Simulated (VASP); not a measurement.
# Sc in VASP: a series of runs, part 2 of 2

VASP 6.6.1. Earlier steps stand in the parts before.

**4. Electric field gradients, PBEsol (equal xy, yz and zx shear strains of -2 %)**

INCAR

```
SYSTEM = Sc
ALGO     = Normal         ! electronic algorithm
EDIFF    = 1E-8           ! SCF threshold, eV
ENCUT    = 520            ! plane-wave cutoff, eV
GGA      = PS             ! functional
ISIF     = 2              ! what is computed and relaxed
ISMEAR   = -1             ! smearing method
LASPH    = .TRUE.         ! aspherical terms in the spheres
LCHARG   = .FALSE.        ! write CHGCAR
LEFG     = .TRUE.       
LREAL    = .FALSE.        ! projectors in reciprocal space
LWAVE    = .FALSE.        ! write WAVECAR
NBANDS   = 12             ! bands
NELM     = 80             ! most SCF steps
PREC     = Accurate       ! precision mode
SIGMA    = 0.03           ! smearing width, eV
```

KPOINTS

```
k-points
0
G
  12 12 12
  0 0 0
```

POSCAR

```
Sc
1.0
   -0.0454100000      2.2477950000      2.2477950000
    2.2477950000     -0.0454100000      2.2477950000
    2.2477950000      2.2477950000     -0.0454100000
Sc
1
Direct
    0.0000000000      0.0000000000      0.0000000000
```

Potentials or basis: VASP PAW PBE potentials, release 64 (Sc_sv).

On the command line:

```console
$ cat potpaw_PBE.64/Sc_sv/POTCAR > POTCAR
$ mpirun -np 1 vasp_std > vasp.out
```

OUTCAR:

```text
SYSTEM = Sc
   EDIFF = 1E-8
   ENCUT = 520
   GGA = PS
   ISIF = 2
   ISMEAR = -1
   LASPH = .TRUE.
   LREAL = .FALSE.
   NELM = 80
   PREC = Accurate

 ion  position               nearest neighbor table
   1  0.000  0.000  0.000-

  LATTYP: Found a trigonal (rhomboedric) cell.
 ALAT       =     3.1791864985
 COS(alpha) =     0.4797000918

  Lattice vectors:

 A1 = (  -0.0454100000,   2.2477950000,   2.2477950000)
 A2 = (   2.2477950000,  -0.0454100000,   2.2477950000)
 A3 = (   2.2477950000,   2.2477950000,  -0.0454100000)

Analysis of symmetry for initial positions (statically):
=====================================================================
 Subroutine PRICEL returns:
 Original cell was already a primitive cell.

 Routine SETGRP: Setting up the symmetry group for a
 trigonal (rhombohedral) supercell.

 Subroutine GETGRP returns: Found 12 space group operations
 (whereof 12 operations were pure point group operations)
 out of a pool of 12 trial point group operations.

The static configuration has the point symmetry D_3d.

Analysis of symmetry for dynamics (positions and initial velocities):
=====================================================================
 Subroutine PRICEL returns:
 Original cell was already a primitive cell.

 Routine SETGRP: Setting up the symmetry group for a
 trigonal (rhombohedral) supercell.

 Subroutine GETGRP returns: Found 12 space group operations
 (whereof 12 operations were pure point group operations)
 out of a pool of 12 trial point group operations.

The dynamic configuration has the point symmetry D_3d.

 Subroutine INISYM returns: Found 12 space group operations
 (whereof 12 operations are pure point group operations),
 and found     1 'primitive' translations

----------------------------------------------------------------------------------------

                                     Primitive cell

  volume of cell :      23.4026

  direct lattice vectors                    reciprocal lattice vectors
    -0.045410000  2.247795000  2.247795000    -0.215810605  0.220260309  0.220260309
     2.247795000 -0.045410000  2.247795000     0.220260309 -0.215810605  0.220260309
     2.247795000  2.247795000 -0.045410000     0.220260309  0.220260309 -0.215810605

  length of vectors
     3.179186498  3.179186498  3.179186498     0.378950425  0.378950425  0.378950425

  position of ions in fractional coordinates (direct lattice)
     0.000000000  0.000000000  0.000000000

  ion indices of the primitive-cell ions
   primitive index   ion index
                 1           1

----------------------------------------------------------------------------------------

 KPOINTS: k-points

Automatic generation of k-mesh.
 Grid dimensions read from file:
 generate k-points for:   12   12   12

 Generating k-lattice:

  Cartesian coordinates                     Fractional coordinates (reciprocal lattice)
    -0.017984217  0.018355026  0.018355026     0.083333333 -0.000000000 -0.000000000
[... 71 lines left out ...]
   NUPDOWN=      -1.0000    fix difference up-down
   EMIN   =  10.00;   EMAX   =-10.00  energy-range for DOS
   EFERMI =   0.00;   METHOD = LEGACY
   ISMEAR =    -1;   SIGMA  =   0.03  broadening in eV -4-tet -1-fermi 0-gaus
   EFERMI_NEDOS =   21; number of points for ismear=-14 and -15
   IALGO  =     38    algorithm
   IMIX   =      4    mixing-type and parameters
     AMIX     =   0.40;   BMIX     =  1.00
     AMIX_MAG =   1.60;   BMIX_MAG =  1.00
  volume/ion in A,a.u.               =      23.40       157.93
  Fermi-wavevector in a.u.,A,eV,Ry     =   1.272872  2.405379 22.044190  1.620202
  Thomas-Fermi vector in A             =   2.405726
   LORBIT       =      0    0 simple, 1 ext, 2 COOP (PROOUT), +10 PAW based schemes
   GGA     = PS    functional components
   LHFCALC =     F    Hartree Fock is set to
   AEXX    =    0.0000 exact exchange contribution
   IVDW    =     0    specifies the selected vdW correction
   LEPSILON=     F    determine dielectric tensor
   LRPA    =     F    only Hartree local field effects (RPA)
 non-spin polarized calculation
  energy-cutoff  :      520.00
  volume of cell :       23.40
 maximum number of plane-waves:       646
   NGX = 11   NGY = 11   NGZ = 11

 number of electron      10.9999998 magnetization

 Free energy of the ion-electron system (eV)
  ---------------------------------------------------
  ext. energy  EPLUGINS =         0.00000000
  ---------------------------------------------------
  free energy    TOTEN  =        -6.55871471 eV

  energy without entropy =       -6.55345710  energy(sigma->0) =       -6.55608590

 E-fermi :   3.9428     XC(G=0): -10.2012

 val. band max:        3.9413791513   @ k =  -0.4167   0.2500   0.2500
 cond. band min:       3.9529688489   @ k =   0.5000   0.3333   0.1667
 fundamental gap:      0.0115896976
 Fermi energy:         3.9428357515

 k-point     1 :       0.0000    0.0000    0.0000
  band No.  band energies     occupation
      1     -45.1479      2.00000
      2     -23.6232      2.00000
      3     -23.6232      2.00000
      4     -23.6054      2.00000
      5      -1.3517      2.00000
      6       5.4887      0.00000
      7       5.4887      0.00000
      8       5.7677      0.00000
      9       7.0756      0.00000
     10       7.0756      0.00000
     11      16.7322      0.00000
     12      20.0774      0.00000
[... 331 lines left out ...]
 k-point    24 :      -0.4167    0.1667   -0.0000
  band No.  band energies     occupation
      1     -45.0671      2.00000
      2     -24.0464      2.00000
      3     -23.7628      2.00000
      4     -23.6891      2.00000
      5       2.5998      2.00000
      6       3.8428      1.93112
      7       4.9842      0.00000
      8       5.9946      0.00000
      9       7.8439      0.00000
     10       8.7297      0.00000
     11      11.0476      0.00000
     12      15.5990      0.00000

 [... further k-points ...]

------------------------ aborting loop because EDIFF is reached ----------------------------------------

  FORCE on cell =-STRESS in cart. coord.  units (eV):
  Direction    XX          YY          ZZ          XY          YZ          ZX
  --------------------------------------------------------------------------------------
  -------------------------------------------------------------------------------------
  Total        0.0741673      0.0741673      0.0741673      0.1057713      0.1057713      0.1057713
  in kB        5.0776145      5.0776145      5.0776145      7.2412772      7.2412772      7.2412772
  external PRESSURE =       5.0776145 kB  Pullay stress =       0.0000000 kB

 VOLUME and BASIS-vectors are now :
 -----------------------------------------------------------------------------
  energy-cutoff  :      520.00
  volume of cell :       23.40
      direct lattice vectors                 reciprocal lattice vectors
    -0.045410000  2.247795000  2.247795000    -0.215810605  0.220260309  0.220260309
     2.247795000 -0.045410000  2.247795000     0.220260309 -0.215810605  0.220260309
     2.247795000  2.247795000 -0.045410000     0.220260309  0.220260309 -0.215810605

 POSITION                                       TOTAL-FORCE (eV/Angst)
 -----------------------------------------------------------------------------------
      0.00000      0.00000      0.00000         0.000000     -0.000000      0.000000
 -----------------------------------------------------------------------------------
    total drift:                               -0.000000      0.000000     -0.000000

  FREE ENERGIE OF THE ION-ELECTRON SYSTEM (eV)
  ---------------------------------------------------
  free  energy   TOTEN  =        -6.5587147072 eV

  energy  without entropy=       -6.5534570972  energy(sigma->0) =       -6.55608590

 Electric field gradients (V/A^2)
---------------------------------------------------------------------
 ion       V_xx      V_yy      V_zz      V_xy      V_xz      V_yz
---------------------------------------------------------------------
   1       0.000    -0.000     0.000     4.498     4.498     4.498
---------------------------------------------------------------------

 Electric field gradients after diagonalization (V/A^2)
 (convention: |V_zz| > |V_xx| > |V_yy|)
----------------------------------------------------------------------
 ion       V_xx      V_yy      V_zz     asymmetry (V_yy - V_xx)/ V_zz
----------------------------------------------------------------------
   1      -4.498    -4.498     8.997       0.000
----------------------------------------------------------------------

           NMR quadrupolar parameters

 Cq : quadrupolar parameter    Cq=e*Q*V_zz/h
 eta: asymmetry parameters     (V_yy - V_xx)/ V_zz
 Q  : nuclear electric quadrupole moment in mb (millibarn)
----------------------------------------------------------------------
 ion       Cq(MHz)       eta       Q (mb)
----------------------------------------------------------------------
   1       0.022       0.000       1.000
----------------------------------------------------------------------
```

Wall time 18 s (1 thread of Intel Xeon Platinum 8488C (Sapphire Rapids), shared host); peak memory 0.17 GiB.

Results:

| Quantity | Value |
| --- | --- |
| Free energy | -6.5587 eV |
| Pressure | 0.5 GPa |

Levels at points of the mesh, in eV from the Fermi level:
```
           k point  band 1  band 2  band 3  band 4  band 5  band 6  band 7  band 8  band 9  band 10
(0.00, 0.00, 0.00)  -49.09  -27.57  -27.57  -27.55   -5.29    1.55    1.55    1.82    3.13     3.13
(0.50, 0.00, 0.00)  -49.02  -28.03  -27.62  -27.61   -1.86    0.27    1.39    1.69    4.01     4.14
(0.50, 0.50, 0.00)  -48.99  -28.01  -27.74  -27.72   -1.64   -0.71    2.11    4.07    4.34     4.37
(0.50, 0.50, 0.50)  -49.01  -28.06  -27.64  -27.64   -1.79    0.56    1.46    1.46    4.14     4.14
```

Electric field gradients, principal values (V/Å²):
```tsv
atom	least	middle	greatest (by size)
1 Sc	-4.498	-4.498	8.997
```

Caveat: the cell differs from its parent crystal (equal xy, yz and zx shear strains of -2 %); without QUAD_EFG the Cq values of the log hold for a quadrupole moment of 1 mb, not for the nuclei; the PAW data sets were made with another functional, which shifts forces and pressure a little.
